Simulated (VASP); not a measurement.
Input of a VASP 6.6.1 run:

POSCAR

```
As
1.0
   -2.6681314329      2.6681314329      1.3990554550
    2.6681314329     -2.6681314329      1.3990554550
    2.6681314329      2.6681314329     -1.3990554550
As
2
Direct
    0.0000000000      0.0000000000      0.0000000000
    0.7500000000      0.2500000000      0.5000000000
```

INCAR.step1

```
SYSTEM = As
PREC     = Accurate       ! precision mode
ENCUT    = 520            ! plane-wave cutoff, eV
ISMEAR   = 0              ! smearing method
SIGMA    = 0.1            ! smearing width, eV
LREAL    = .FALSE.        ! projectors in reciprocal space
LASPH    = .TRUE.         ! aspherical terms in the spheres
NELM     = 60             ! most SCF steps
NBANDS   = 12             ! bands
GGA      = PE             ! functional
ALGO     = Normal         ! electronic algorithm
EDIFF    = 1E-4           ! SCF threshold, eV
LWAVE    = .TRUE.         ! write WAVECAR
LCHARG   = .FALSE.        ! write CHGCAR
```

File INCAR.step2:

```
SYSTEM = As
PREC     = Accurate       ! precision mode
ENCUT    = 520            ! plane-wave cutoff, eV
EDIFF    = 1E-6           ! SCF threshold, eV
ISMEAR   = 0              ! smearing method
SIGMA    = 0.1            ! smearing width, eV
LREAL    = .FALSE.        ! projectors in reciprocal space
LASPH    = .TRUE.         ! aspherical terms in the spheres
NELM     = 60             ! most SCF steps
ALGO     = Normal         ! electronic algorithm
ISIF     = 2              ! what is computed and relaxed
LWAVE    = .FALSE.        ! write WAVECAR
LCHARG   = .TRUE.         ! write CHGCAR
METAGGA  = R2SCAN         ! meta-GGA
LMIXTAU  = .TRUE.       
LELF     = .TRUE.         ! ELF
LVHAR    = .TRUE.       
NBANDS   = 12             ! bands
ISTART   = 1
```

Contents of KPOINTS:

```
regular mesh
0
G
  22 22 22
  0 0 0
```

Potentials or basis: VASP PAW PBE potentials, release 64 (As).

The run is started by

```sh
$ cat potpaw_PBE.64/As/POTCAR > POTCAR
$ cp INCAR.step1 INCAR
$ mpirun -np 1 vasp_std > vasp.out
$ cp INCAR.step2 INCAR
$ mpirun -np 1 vasp_std > vasp.out
```

(1) Predict the band gap on the k mesh.

(2) Predict the pressure.

Results:

(1) zero (band 5 reaches 10.33 eV, above the bottom of band 6 at 2.94 eV).

(2) -0.1 GPa.

Caveat: the PAW data sets were made with another functional, which shifts forces and pressure a little.
